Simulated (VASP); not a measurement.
Crystal: LiH.

```
Li H
1.0
     0.00000    1.88356    1.99847
     1.88356    0.00000    1.99847
     1.88356    1.88356    0.00000
Li H
1 1
Direct
  0.00000 0.00000 0.00000
  0.50000 0.50000 0.50000
```

This cell differs from its parent crystal: biaxial xy strain -5.8%.

Base run:

```yaml
Program: VASP 6.6.1
Functional: r2SCAN
Potentials_or_basis: VASP PAW PBE potentials, release 64 (Li_sv, H)
Cutoff: 520 eV
k_mesh: 10 × 10 × 10
Occupations: gaussian, width 0.01 eV
Spin: no spin polarisation
```

Its results: band gap on the k mesh 2.76 eV, indirect (least direct gap 3.24 eV).

Task: The run is repeated on the same cell with these changes: functional from r2SCAN to PBE; occupations from gaussian, width 0.01 eV to fermi-dirac, width 0.02 eV. What comes out?

Result: Band gap on the k mesh 2.15 eV, indirect (least direct gap 2.64 eV).

A k mesh can miss the band edges.
